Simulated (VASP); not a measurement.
**Ti: single point with PBEsol**

Ti:

```
Ti
1.0
     2.29818    0.00000    0.00000
     0.00000    2.29818    0.00000
     0.00000    0.00000    2.29818
Ti
1
Direct
  0.00000 0.00000 0.00000
```

```
Program                : VASP 6.6.1
Task                   : single point
Functional             : PBEsol
Potentials or basis    : VASP PAW PBE potentials, release 64 (Ti_sv)
Cutoff                 : 520 eV
k mesh                 : 9 × 9 × 9
Occupations            : methfessel-paxton, width 0.1 eV
Spin                   : no spin polarisation
Dipole correction      : no
Further INCAR settings : ALGO = Normal; EDIFF = 1e-07; NBANDS = 12
```

```yaml
Pressure: 60.3 GPa
Band_gap_on_the_k_mesh: zero (band 6 reaches 12.98 eV, above the bottom of band 7 at 9.85 eV)
```

Levels at points of the mesh, in eV from the Fermi level:
```
           k point  band 4  band 5  band 6  band 7  band 8  band 9
(0.00, 0.00, 0.00)  -30.98   -6.19   -2.38   -2.38    6.13    6.13
```

It took 3 s on 1 thread of Intel Xeon 6975P-C (shared host), peak memory 0.12 GiB.

Caveat: the PAW data sets were made with another functional, which shifts forces and pressure a little.
